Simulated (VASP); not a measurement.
# C (Imma) in VASP: further runs

Runs on C. Level: PBE. Tasks: single point.

Everything below comes from runs of VASP 6.6.1. Logs are shortened: lines on timing, memory, paths and dates and some standing lists are left out, and cuts for length are marked.

**1. The cell of the first run**

It takes space group Imma (No. 74, orthorhombic). Conventional cell: a = 2.503 Å, b = 2.544 Å, c = 3.598 Å, α = 90.00°, β = 90.00°, γ = 90.00°. C (site symmetry mm2) has 4 C at 1.54 to 1.56 Å within 2.1 Å.

**2. Single point, PBE**

Contents of INCAR:

```
  ALGO = Normal
  EDIFF = 1E-6
  ENCUT = 600
  GGA = PE
  GGA_COMPAT = F
  ISIF = 2
  ISMEAR = 0
  LASPH = T
  LCHARG = F
  LREAL = F
  LWAVE = F
  NBANDS = 16
  NELM = 120
  PREC = Accurate
  SIGMA = 0.1
```

Contents of KPOINTS:

```
k-points
0
Gamma
  8 6 8
```

Contents of POSCAR:

```
C
1.0
    2.5442563774      0.0000000000      0.0000000000
    0.0000000000      3.5981218750      0.0000000000
    0.0000000000      0.0000000000      2.5031657302
C
4
Direct
    0.0000000000      0.0000000000      0.0000000000
    0.5000000000      0.5000000000      0.5000000000
    0.0000000000      0.2500000000      0.5000000000
    0.5000000000      0.7500000000      0.0000000000
```

Potentials or basis: VASP PAW PBE potentials, release 64 (C).

Run with:

```console
> cat potpaw_PBE.64/C/POTCAR > POTCAR
> mpirun -np 1 vasp_std > vasp.out
```

OUTCAR:

```text
EDIFF = 1E-6
   ENCUT = 600
   GGA = PE
   ISIF = 2
   ISMEAR = 0
   LASPH = T
   LREAL = F
   NELM = 120
   PREC = Accurate

 ion  position               nearest neighbor table
   1  0.000  0.000  0.000-   3 1.54   3 1.54   4 1.56   4 1.56
   2  0.500  0.500  0.500-   4 1.54   4 1.54   3 1.56   3 1.56
   3  0.000  0.250  0.500-   1 1.54   1 1.54   2 1.56   2 1.56
   4  0.500  0.750  0.000-   2 1.54   2 1.54   1 1.56   1 1.56

  LATTYP: Found a simple orthorhombic cell.
 ALAT       =     2.5031657302
 B/A-ratio  =     1.0164154721
 C/A-ratio  =     1.4374285456

  Lattice vectors:

 A1 = (   0.0000000000,   0.0000000000,   2.5031657302)
 A2 = (   2.5442563774,   0.0000000000,   0.0000000000)
 A3 = (   0.0000000000,   3.5981218750,   0.0000000000)

Analysis of symmetry for initial positions (statically):
=====================================================================
 Subroutine PRICEL returns following result:

  LATTYP: Found a body centered orthorhombic cell.
 ALAT       =     2.5031657302
 B/A-ratio  =     1.0164154721
 C/A-ratio  =     1.4374285456

  Lattice vectors:

 A1 = (  -1.2721281887,  -1.7990609375,  -1.2515828651)
 A2 = (   1.2721281887,  -1.7990609375,   1.2515828651)
 A3 = (  -1.2721281887,   1.7990609375,   1.2515828651)

   2 primitive cells build up your supercell.

 Routine SETGRP: Setting up the symmetry group for a
 simple orthorhombic supercell.

 Subroutine GETGRP returns: Found  8 space group operations
 (whereof  4 operations were pure point group operations)
 out of a pool of  8 trial point group operations.

The static configuration has the point symmetry C_2v.
 The point group associated with its full space group is D_2h.

Analysis of symmetry for dynamics (positions and initial velocities):
=====================================================================
 Subroutine PRICEL returns following result:

  LATTYP: Found a body centered orthorhombic cell.
 ALAT       =     2.5031657302
 B/A-ratio  =     1.0164154721
 C/A-ratio  =     1.4374285456

  Lattice vectors:

 A1 = (  -1.2721281887,  -1.7990609375,  -1.2515828651)
 A2 = (   1.2721281887,  -1.7990609375,   1.2515828651)
 A3 = (  -1.2721281887,   1.7990609375,   1.2515828651)

   2 primitive cells build up your supercell.

 Routine SETGRP: Setting up the symmetry group for a
 simple orthorhombic supercell.

 Subroutine GETGRP returns: Found  8 space group operations
 (whereof  4 operations were pure point group operations)
 out of a pool of  8 trial point group operations.

The dynamic configuration has the point symmetry C_2v.
 The point group associated with its full space group is D_2h.

 Subroutine INISYM returns: Found  8 space group operations
 (whereof  4 operations are pure point group operations),
 and found     2 'primitive' translations

----------------------------------------------------------------------------------------

                                     Primitive cell

  volume of cell :      11.4577

  direct lattice vectors                    reciprocal lattice vectors
    -1.272128189 -1.799060937 -1.251582865    -0.393042151 -0.277922770  0.000000000
     1.272128189 -1.799060938  1.251582865    -0.000000000 -0.277922770  0.399494124
    -1.272128189  1.799060938  1.251582865    -0.393042151  0.000000000  0.399494124

  length of vectors
     2.534046182  2.534046182  2.534046182     0.481376359  0.486658629  0.560426344

  position of ions in fractional coordinates (direct lattice)
     0.000000000  0.000000000  0.000000000
     0.750000000  0.250000000  0.500000000

  ion indices of the primitive-cell ions
   primitive index   ion index
                 1           1
                 2           3

----------------------------------------------------------------------------------------

 KPOINTS: k-points

Automatic generation of k-mesh.
 Grid dimensions read from file:
 generate k-points for:    8    6    8

 Generating k-lattice:

  Cartesian coordinates                     Fractional coordinates (reciprocal lattice)
     0.049130269  0.000000000  0.000000000     0.125000000  0.000000000  0.000000000
     0.000000000  0.046320462  0.000000000     0.000000000  0.166666667  0.000000000
     0.000000000  0.000000000  0.049936765     0.000000000  0.000000000  0.125000000

  Length of vectors
     0.049130269  0.046320462  0.049936765

  Shift w.r.t. Gamma in fractional coordinates (k-lattice)
     0.000000000  0.000000000  0.000000000

 Subroutine IBZKPT returns following result:
 ===========================================

 Found    100 irreducible k-points:

 Following reciprocal coordinates:
            Coordinates               Weight
  0.000000  0.000000  0.000000      1.000000
  0.125000  0.000000  0.000000      2.000000
  0.250000  0.000000  0.000000      2.000000
  0.375000  0.000000  0.000000      2.000000
  0.500000  0.000000  0.000000      1.000000
  0.000000  0.166667  0.000000      2.000000
[... 16 lines left out ...]
  0.250000  0.000000  0.125000      4.000000
  0.375000  0.000000  0.125000      4.000000
 [... further k-points ...]
   k-points           NKPTS =    100   k-points in BZ     NKDIM =    100   number of bands    NBANDS=     16
   number of dos      NEDOS =    301   number of ions     NIONS =      4
   total plane-waves  NPLWV =  12000
   dimension x,y,z NGX =    20 NGY =   30 NGZ =   20
   dimension x,y,z NGXF=    40 NGYF=   60 NGZF=   40
   ions per type =               4
   NGX,Y,Z   is equivalent  to a cutoff of  13.07, 13.86, 13.28 a.u.
   NGXF,Y,Z  is equivalent  to a cutoff of  26.14, 27.72, 26.57 a.u.
 SYSTEM =  unknown system
   PREC   = accura    normal or accurate (medium, high low for compatibility)
   ISTART =      0    job   : 0-new  1-cont  2-samecut
   ICHARG =      2    charge: 1-file 2-atom 10-const
   ISPIN  =      1    spin polarized calculation?
   LNONCOLLINEAR =      F non collinear calculations
   LSORBIT =      F    spin-orbit coupling
   LASPH  =      T    aspherical Exc in radial PAW
   ENCUT  =  600.0 eV  44.10 Ry    6.64 a.u.   5.08  7.19  5.00*2*pi/ulx,y,z
   NELM   =    120;   NELMIN=  2; NELMDL= -5     # of ELM steps
   EDIFF  = 0.1E-05   stopping-criterion for ELM
   LREAL  =      F    real-space projection
   EDIFFG = 0.1E-04   stopping-criterion for IOM
   NSW    =      0    number of steps for IOM
   IBRION =     -1    ionic relax: 0-MD 1-quasi-New 2-CG
   NFREE  =      0    steps in history (QN), initial steepest desc. (CG)
   ISIF   =      2    stress and relaxation
   ISYM   =      2    0-nonsym 1-usesym 2-fastsym
   POTIM  = 0.5000    time-step for ionic-motion
   TEBEG  =    0.0;   TEEND  =   0.0 temperature during run
   PSTRESS=    0.0 pullay stress
   NELECT =      16.0000    total number of electrons
   NUPDOWN=      -1.0000    fix difference up-down
   EMIN   =  10.00;   EMAX   =-10.00  energy-range for DOS
   EFERMI =   0.00;   METHOD = LEGACY
   ISMEAR =     0;   SIGMA  =   0.10  broadening in eV -4-tet -1-fermi 0-gaus
   EFERMI_NEDOS =   21; number of points for ismear=-14 and -15
   IALGO  =     38    algorithm
   IMIX   =      4    mixing-type and parameters
     AMIX     =   0.40;   BMIX     =  1.00
     AMIX_MAG =   1.60;   BMIX_MAG =  1.00
  volume/ion in A,a.u.               =       5.73        38.66
  Fermi-wavevector in a.u.,A,eV,Ry     =   1.452355  2.744553 28.699236  2.109334
  Thomas-Fermi vector in A             =   2.569746
   LORBIT       =      0    0 simple, 1 ext, 2 COOP (PROOUT), +10 PAW based schemes
   GGA     = PE    functional components
   LHFCALC =     F    Hartree Fock is set to
   AEXX    =    0.0000 exact exchange contribution
   IVDW    =     0    specifies the selected vdW correction
   LEPSILON=     F    determine dielectric tensor
   LRPA    =     F    only Hartree local field effects (RPA)
 non-spin polarized calculation
 Gauss-broadening in eV      SIGMA  =   0.10
  energy-cutoff  :      600.00
  volume of cell :       22.92
 maximum number of plane-waves:       778
   NGX = 11   NGY = 15   NGZ =  9

 number of electron      16.0000000 magnetization

 Free energy of the ion-electron system (eV)
  ---------------------------------------------------
  ext. energy  EPLUGINS =         0.00000000
  ---------------------------------------------------
  free energy    TOTEN  =       -36.36634545 eV

  energy without entropy =      -36.36634545  energy(sigma->0) =      -36.36634545

 E-fermi :  10.0271     XC(G=0): -13.2006

 val. band max:        9.6317235695   @ k =   0.0000   0.0000   0.0000
 cond. band min:      13.6328952426   @ k =   0.3750   0.0000   0.3750
 fundamental gap:      4.0011716731
 Fermi energy:        10.0270962291

 k-point     1 :       0.0000    0.0000    0.0000
  band No.  band energies     occupation
      1     -11.7591      2.00000
      2      -3.2864      2.00000
      3      -3.1013      2.00000
      4       3.2637      2.00000
      5       3.5918      2.00000
      6       9.4977      2.00000
[... 8 lines left out ...]
     15      26.1979      0.00000
     16      26.2191      0.00000

 k-point     2 :       0.1250    0.0000    0.0000
  band No.  band energies     occupation
      1     -11.4762      2.00000
      2      -3.2167      2.00000
      3      -2.8444      2.00000
      4       2.0349      2.00000
      5       3.8229      2.00000
      6       8.1903      2.00000
[... 8 lines left out ...]
     15      25.5380      0.00000
     16      25.9013      0.00000

 k-point     3 :       0.2500    0.0000    0.0000
  band No.  band energies     occupation
      1     -10.6333      2.00000
      2      -3.5168      2.00000
      3      -2.0764      2.00000
      4       0.3286      2.00000
      5       4.4913      2.00000
      6       5.6307      2.00000
[... 8 lines left out ...]
     15      23.8611      0.00000
     16      25.1416      0.00000

 k-point     4 :       0.3750    0.0000    0.0000
  band No.  band energies     occupation
      1      -9.2514      2.00000
      2      -5.2264      2.00000
      3      -0.8086      2.00000
      4       0.4910      2.00000
      5       3.1165      2.00000
      6       3.9336      2.00000
[... 8 lines left out ...]
     15      23.3697      0.00000
     16      24.2583      0.00000

 k-point     5 :       0.5000    0.0000    0.0000
  band No.  band energies     occupation
      1      -7.3880      2.00000
      2      -7.3880      2.00000
      3       0.9371      2.00000
      4       0.9371      2.00000
      5       1.9260      2.00000
      6       1.9260      2.00000
[... 8 lines left out ...]
     15      23.5202      0.00000
     16      23.5202      0.00000

 k-point     6 :       0.0000    0.1667    0.0000
  band No.  band energies     occupation
      1     -11.5072      2.00000
      2      -5.6804      2.00000
      3      -0.4675      2.00000
      4       3.5116      2.00000
      5       3.8340      2.00000
      6       8.6716      2.00000
[... 8 lines left out ...]
     15      25.4206      0.00000
     16      25.4243      0.00000
[... 267 lines left out ...]
 k-point    21 :       0.0000    0.0000    0.1250
  band No.  band energies     occupation
      1     -11.4661      2.00000
      2      -3.0236      2.00000
      3      -2.9942      2.00000
      4       2.2752      2.00000
      5       3.5096      2.00000
      6       8.2008      2.00000
[... 8 lines left out ...]
     15      25.5260      0.00000
     16      25.8129      0.00000

 k-point    22 :       0.1250    0.0000    0.1250
  band No.  band energies     occupation
      1     -11.1838      2.00000
      2      -2.9577      2.00000
      3      -2.7411      2.00000
      4       2.2913      2.00000
      5       2.5171      2.00000
      6       7.8122      2.00000
[... 8 lines left out ...]
     15      24.9511      0.00000
     16      25.0160      0.00000

 k-point    23 :       0.2500    0.0000    0.1250
  band No.  band energies     occupation
      1     -10.3431      2.00000
      2      -3.2612      2.00000
      3      -1.9844      2.00000
      4       0.5904      2.00000
      5       3.2181      2.00000
      6       5.5990      2.00000
[... 8 lines left out ...]
     15      22.8756      0.00000
     16      23.8872      0.00000

 k-point    24 :       0.3750    0.0000    0.1250
  band No.  band energies     occupation
      1      -8.9652      2.00000
      2      -4.9573      2.00000
      3      -0.7343      2.00000
      4       0.7240      2.00000
      5       3.1354      2.00000
      6       4.0103      2.00000
[... 8 lines left out ...]
     15      22.6774      0.00000
     16      23.6791      0.00000

 [... further k-points ...]
[... 5 lines left out ...]
  --------------------------------------------------------------------------------------
  -------------------------------------------------------------------------------------
  Total       -1.2877988     -1.0845463      1.3246630      0.0000000      0.0000000      0.0000000
  in kB      -90.0393318    -75.8284759     92.6167713      0.0000000      0.0000000      0.0000000
  external PRESSURE =     -24.4170121 kB  Pullay stress =       0.0000000 kB

 VOLUME and BASIS-vectors are now :
 -----------------------------------------------------------------------------
  energy-cutoff  :      600.00
  volume of cell :       22.92
      direct lattice vectors                 reciprocal lattice vectors
     2.544256377  0.000000000  0.000000000     0.393042151  0.000000000  0.000000000
     0.000000000  3.598121875  0.000000000     0.000000000  0.277922770  0.000000000
     0.000000000  0.000000000  2.503165730     0.000000000  0.000000000  0.399494124

 POSITION                                       TOTAL-FORCE (eV/Angst)
 -----------------------------------------------------------------------------------
      0.00000      0.00000      0.00000         0.000000     -0.041737     -0.000000
      1.27213      1.79906      1.25158         0.000000     -0.041737     -0.000000
      0.00000      0.89953      1.25158        -0.000000      0.041737     -0.000000
      1.27213      2.69859      0.00000        -0.000000      0.041737      0.000000
 -----------------------------------------------------------------------------------
    total drift:                                0.000000      0.000000     -0.000000

  FREE ENERGIE OF THE ION-ELECTRON SYSTEM (eV)
  ---------------------------------------------------
  free  energy   TOTEN  =       -36.3663454457 eV

  energy  without entropy=      -36.3663454456  energy(sigma->0) =      -36.36634545
```

It took 43 s on 1 thread of Intel Xeon 8259CL, shared host; peak memory 0.15 GiB.

Results:

```
Free energy            : -36.3663 eV
Pressure               : -2.4 GPa
Largest force          : 0.042 eV/Å
Band gap on the k mesh : 4.00 eV
```

Forces on the atoms (eV/Å):
```
C    0.000 -0.042  0.000
C    0.000 -0.042  0.000
C    0.000  0.042  0.000
C    0.000  0.042  0.000
```

Stress tensor (GPa, compression positive):
```
-9.00  0.00  0.00
 0.00 -7.58  0.00
 0.00  0.00  9.26
```

Caveat: the stress differs along the axes, from -9 to 9 GPa.

(Continued in part 2 of 2.)
